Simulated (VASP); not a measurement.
# MgO (e600) (Fm-3m) in VASP: further runs

MgO (e600) is run at these levels: PBE; tasks: single point, relaxation of cell and atoms.

All numbers are computed with VASP 6.6.1; they aren't measurements. Logs are shortened: lines on timing, memory, paths and dates and some standing lists are left out, and cuts for length are marked.

## (1) The cell of the first run

The structure is cubic, space group Fm-3m (No. 225). Conventional cell: a = 4.147 Å, b = 4.147 Å, c = 4.147 Å, α = 90.00°, β = 90.00°, γ = 90.00°. Mg (site symmetry m-3m) has 6 O at 2.07 Å within 2.7 Å. O (site symmetry m-3m) has 6 Mg at 2.07 Å within 2.7 Å.

## (2) Single point, PBE

File INCAR:

```
SYSTEM = MgO
ALGO = Normal
EDIFF = 1E-6
ENCUT = 520
GGA = PE
ISIF = 2
ISMEAR = 0
LASPH = .True.
LCHARG = .False.
LREAL = .False.
LWAVE = .False.
NBANDS = 11
NELM = 60
PREC = Accurate
SIGMA = 0.02
```

File KPOINTS:

```
k-points
0
Gamma
  10 10 10
  0 0 0
```

File POSCAR:

```
MgO
1.0
    0.0000000000      2.0736110011      2.0736110011
    2.0736110011      0.0000000000      2.0736110011
    2.0736110011      2.0736110011      0.0000000000
Mg O
1 1
Direct
    0.0000000000      0.0000000000      0.0000000000
    0.5000000000      0.5000000000      0.5000000000
```

Potentials or basis: VASP PAW PBE potentials, release 64 (Mg, O).

Run with:

```console
$ cat potpaw_PBE.64/Mg/POTCAR potpaw_PBE.64/O/POTCAR > POTCAR
$ mpirun -np 1 vasp_std > vasp.out
```

OUTCAR:

```text
SYSTEM = MgO
   EDIFF = 1E-6
   ENCUT = 520
   GGA = PE
   ISIF = 2
   ISMEAR = 0
   LASPH = .True.
   LREAL = .False.
   NELM = 60
   PREC = Accurate

 ion  position               nearest neighbor table
   1  0.000  0.000  0.000-   2 2.07   2 2.07   2 2.07   2 2.07   2 2.07   2 2.07
   2  0.500  0.500  0.500-   1 2.07   1 2.07   1 2.07   1 2.07   1 2.07   1 2.07

  LATTYP: Found a face centered cubic cell.
 ALAT       =     4.1472220022

  Lattice vectors:

 A1 = (   0.0000000000,   2.0736110011,   2.0736110011)
 A2 = (   2.0736110011,   0.0000000000,   2.0736110011)
 A3 = (   2.0736110011,   2.0736110011,   0.0000000000)

Analysis of symmetry for initial positions (statically):
=====================================================================
 Subroutine PRICEL returns:
 Original cell was already a primitive cell.

 Routine SETGRP: Setting up the symmetry group for a
 face centered cubic supercell.

 Subroutine GETGRP returns: Found 48 space group operations
 (whereof 48 operations were pure point group operations)
 out of a pool of 48 trial point group operations.

The static configuration has the point symmetry O_h .

Analysis of symmetry for dynamics (positions and initial velocities):
=====================================================================
 Subroutine PRICEL returns:
 Original cell was already a primitive cell.

 Routine SETGRP: Setting up the symmetry group for a
 face centered cubic supercell.

 Subroutine GETGRP returns: Found 48 space group operations
 (whereof 48 operations were pure point group operations)
 out of a pool of 48 trial point group operations.

The dynamic configuration has the point symmetry O_h .

 Subroutine INISYM returns: Found 48 space group operations
 (whereof 48 operations are pure point group operations),
 and found     1 'primitive' translations

----------------------------------------------------------------------------------------

                                     Primitive cell

  volume of cell :      17.8325

  direct lattice vectors                    reciprocal lattice vectors
     0.000000000  2.073611001  2.073611001    -0.241125264  0.241125264  0.241125264
     2.073611001  0.000000000  2.073611001     0.241125264 -0.241125264  0.241125264
     2.073611001  2.073611001  0.000000000     0.241125264  0.241125264 -0.241125264

  length of vectors
     2.932528801  2.932528801  2.932528801     0.417641208  0.417641208  0.417641208

  position of ions in fractional coordinates (direct lattice)
     0.000000000  0.000000000  0.000000000
     0.500000000  0.500000000  0.500000000

[... 81 lines left out ...]
   NFREE  =      0    steps in history (QN), initial steepest desc. (CG)
   ISIF   =      2    stress and relaxation
   ISYM   =      2    0-nonsym 1-usesym 2-fastsym
   POTIM  = 0.5000    time-step for ionic-motion
   TEBEG  =    0.0;   TEEND  =   0.0 temperature during run
   PSTRESS=    0.0 pullay stress
   NELECT =       8.0000    total number of electrons
   NUPDOWN=      -1.0000    fix difference up-down
   EMIN   =  10.00;   EMAX   =-10.00  energy-range for DOS
   EFERMI =   0.00;   METHOD = LEGACY
   ISMEAR =     0;   SIGMA  =   0.02  broadening in eV -4-tet -1-fermi 0-gaus
   EFERMI_NEDOS =   21; number of points for ismear=-14 and -15
   IALGO  =     38    algorithm
   IMIX   =      4    mixing-type and parameters
     AMIX     =   0.40;   BMIX     =  1.00
     AMIX_MAG =   1.60;   BMIX_MAG =  1.00
  volume/ion in A,a.u.               =       8.92        60.17
  Fermi-wavevector in a.u.,A,eV,Ry     =   1.253240  2.368280 21.369449  1.570610
  Thomas-Fermi vector in A             =   2.387102
   LORBIT       =      0    0 simple, 1 ext, 2 COOP (PROOUT), +10 PAW based schemes
   GGA     = PE    functional components
   LHFCALC =     F    Hartree Fock is set to
   AEXX    =    0.0000 exact exchange contribution
   IVDW    =     0    specifies the selected vdW correction
   LEPSILON=     F    determine dielectric tensor
   LRPA    =     F    only Hartree local field effects (RPA)
 non-spin polarized calculation
 Gauss-broadening in eV      SIGMA  =   0.02
  energy-cutoff  :      520.00
  volume of cell :       17.83
 maximum number of plane-waves:       531
 NGX is ok and might be reduce to    24
   NGX = 11   NGY = 11   NGZ = 11

 number of electron       7.9999999 magnetization

 Free energy of the ion-electron system (eV)
  ---------------------------------------------------
  ext. energy  EPLUGINS =         0.00000000
  ---------------------------------------------------
  free energy    TOTEN  =       -11.86150444 eV

  energy without entropy =      -11.86150444  energy(sigma->0) =      -11.86150444

 E-fermi :   3.6459     XC(G=0): -11.3013

 val. band max:        3.5454984282   @ k =   0.0000   0.0000   0.0000
 cond. band min:       8.7383329450   @ k =   0.0000   0.0000   0.0000
 fundamental gap:      5.1928345168
 Fermi energy:         3.6458724655

 k-point     1 :       0.0000    0.0000    0.0000
  band No.  band energies     occupation
      1     -13.9638      2.00000
      2       3.5455      2.00000
      3       3.5455      2.00000
      4       3.5455      2.00000
      5       8.7383      0.00000
      6      19.6080      0.00000
      7      19.6080      0.00000
      8      19.6080      0.00000
      9      23.6494      0.00000
     10      25.4790      0.00000
     11      25.4790      0.00000
[... 309 lines left out ...]
 k-point    24 :       0.4000    0.3000    0.0000
  band No.  band energies     occupation
      1     -12.6163      2.00000
      2      -0.1840      2.00000
      3       2.1741      2.00000
      4       2.4047      2.00000
      5      13.5153      0.00000
      6      13.9464      0.00000
      7      17.6535      0.00000
      8      22.3462      0.00000
      9      22.5616      0.00000
     10      29.0124      0.00000
     11      31.4780      0.00000

 [... further k-points ...]
[... 5 lines left out ...]
  --------------------------------------------------------------------------------------
  -------------------------------------------------------------------------------------
  Total        1.3985103      1.3985103      1.3985103      0.0000000     -0.0000000      0.0000000
  in kB      125.6505454    125.6505454    125.6505454      0.0000000     -0.0000000      0.0000000
  external PRESSURE =     125.6505454 kB  Pullay stress =       0.0000000 kB

 VOLUME and BASIS-vectors are now :
 -----------------------------------------------------------------------------
  energy-cutoff  :      520.00
  volume of cell :       17.83
      direct lattice vectors                 reciprocal lattice vectors
     0.000000000  2.073611001  2.073611001    -0.241125264  0.241125264  0.241125264
     2.073611001  0.000000000  2.073611001     0.241125264 -0.241125264  0.241125264
     2.073611001  2.073611001  0.000000000     0.241125264  0.241125264 -0.241125264

 POSITION                                       TOTAL-FORCE (eV/Angst)
 -----------------------------------------------------------------------------------
      0.00000      0.00000      0.00000         0.000000      0.000000      0.000000
      2.07361      2.07361      2.07361        -0.000000     -0.000000      0.000000
 -----------------------------------------------------------------------------------
    total drift:                               -0.000000     -0.000000      0.000000

  FREE ENERGIE OF THE ION-ELECTRON SYSTEM (eV)
  ---------------------------------------------------
  free  energy   TOTEN  =       -11.8615044390 eV

  energy  without entropy=      -11.8615044390  energy(sigma->0) =      -11.86150444
```

OSZICAR:

```text
N       E                     dE             d eps       ncg     rms          rms(c)
DAV:   1     0.130275488772E+02    0.13028E+02   -0.48332E+03  1210   0.661E+02
DAV:   2    -0.128970039899E+02   -0.25925E+02   -0.25312E+02  1201   0.134E+02
DAV:   3    -0.134332346989E+02   -0.53623E+00   -0.53573E+00  1217   0.168E+01
DAV:   4    -0.134344108066E+02   -0.11761E-02   -0.11761E-02  1130   0.915E-01
DAV:   5    -0.134344144113E+02   -0.36048E-05   -0.36048E-05  1208   0.489E-02    0.727E+00
DAV:   6    -0.118757300038E+02    0.15587E+01   -0.84444E+00  1073   0.163E+01    0.214E+00
DAV:   7    -0.118665541003E+02    0.91759E-02   -0.56422E-02  1130   0.206E+00    0.134E+00
DAV:   8    -0.118618546377E+02    0.46995E-02   -0.24822E-02  1082   0.179E+00    0.224E-01
DAV:   9    -0.118614990847E+02    0.35555E-03   -0.60431E-04  1172   0.168E-01    0.122E-01
DAV:  10    -0.118615032057E+02   -0.41210E-05   -0.49476E-04  1136   0.161E-01    0.116E-02
DAV:  11    -0.118615046187E+02   -0.14130E-05   -0.33365E-06  1181   0.154E-02    0.468E-03
DAV:  12    -0.118615044390E+02    0.17968E-06   -0.51009E-07   604   0.557E-03
   1 F= -.11861504E+02 E0= -.11861504E+02  d E =-.389739E-15
```

stdout:

```text
POSCAR found type information on POSCAR MgO
 POSCAR found :  2 types and       2 ions
 scaLAPACK will be used
 LDA part: xc-table for (Slater+PW92), standard interpolation
 POSCAR, INCAR and KPOINTS ok, starting setup
 FFT: planning ... GRIDC
 FFT: planning ... GRID_SOFT
 FFT: planning ... GRID
 WAVECAR not read
 entering main loop
```

It took 3.6 s on 1 thread of Intel Xeon 6975P-C (Granite Rapids), shared host; peak memory 0.14 GiB.

What came out:

* Free energy: -11.8615 eV
* Pressure: 12.6 GPa
* Band gap on the k mesh: 5.19 eV, direct

## (3) Relaxation of cell and atoms, PBE, target pressure 13.3 GPa, at which the enthalpy is minimised

This run uses another cell than the first one, of 9.37 Å³/atom, 1.051 times its volume.

File INCAR:

```
SYSTEM = MgO
  PREC = Accurate
  ENCUT = 600
  EDIFF = 1E-6
  ISMEAR = 0
  SIGMA = 0.02
  LREAL = .False.
  LASPH = .True.
  NELM = 80
  ALGO = Normal
  ISIF = 3
  LWAVE = .False.
  LCHARG = .False.
  GGA = PE
  IBRION = 2
  NSW = 100
  EDIFFG = -0.002
  PSTRESS = 133.0
```

File KPOINTS:

```
Automatic mesh
0
Gamma
  10 10 10
  0 0 0
```

File POSCAR:

```
MgO
1.0
    0.0000000000      2.1085000000      2.1085000000
    2.1085000000      0.0000000000      2.1085000000
    2.1085000000      2.1085000000      0.0000000000
Mg O
1 1
Direct
    0.0000000000      0.0000000000      0.0000000000
    0.5000000000      0.5000000000      0.5000000000
```

Potentials or basis: VASP PAW PBE potentials, release 64 (Mg, O).

Run with:

```console
$ cat potpaw_PBE.64/Mg/POTCAR potpaw_PBE.64/O/POTCAR > POTCAR
$ mpirun -np 1 vasp_std > vasp.out
```

Run time: 6.3 s. Hardware: 1 thread of Intel Xeon 6975P-C (Granite Rapids), shared host; peak memory 0.15 GiB.

The run converged. Its results:

```yaml
Free_energy: -11.8606 eV
Relaxed_volume: 8.87 Å³/atom
Relaxed_cell: a = 2.928 Å, b = 2.928 Å, c = 2.928 Å, α = 60.00°, β = 60.00°, γ = 60.00°
Space_group_after_relaxing_to_0.05_Å: Fm-3m (No. 225)
Energy_change_on_relaxing_the_enthalpy_is_what_falls: +25.0 meV/atom
Ionic_steps: 3
Pressure_after_relaxing: 13.3 GPa
Band_gap_on_the_k_mesh: 5.25 eV, direct
```

Step by step:
| step | energy change (eV) | largest force (eV/Å) | pressure (GPa) | volume (Å³) |
| --- | --- | --- | --- | --- |
| 1 | 0.0000 | 0.0000 | 3.09 | 18.75 |
| 2 | 0.1095 | 0.0000 | 20.42 | 17.17 |
| 3 | 0.0499 | 0.0000 | 13.28 | 17.74 |

Final structure:
```xyz
2
Lattice="0.0000 2.0701 2.0701 2.0701 0.0000 2.0701 2.0701 2.0701 0.0000" Properties=species:S:1:pos:R:3 pbc="T T T"
Mg    0.0000    0.0000    0.0000
O     2.0701    2.0701    2.0701
```

Levels at points of the mesh, in eV from the valence-band top:
```csv
k point,band 1,band 2,band 3,band 4,band 5,band 6,band 7,band 8
"(0.00, 0.00, 0.00)",-17.54,0.00,0.00,0.00,5.25,16.09,16.09,16.09
"(0.50, 0.00, 0.00)",-16.12,-4.85,-0.71,-0.71,8.23,13.20,16.85,16.85
"(0.50, 0.50, 0.00)",-15.84,-4.30,-1.42,-1.42,9.18,10.55,13.66,19.78
```

Caveat: the cell is relaxed towards a set pressure, so the enthalpy falls and the energy may rise. PBE gaps usually lie below the measured ones, often by a third to a half.
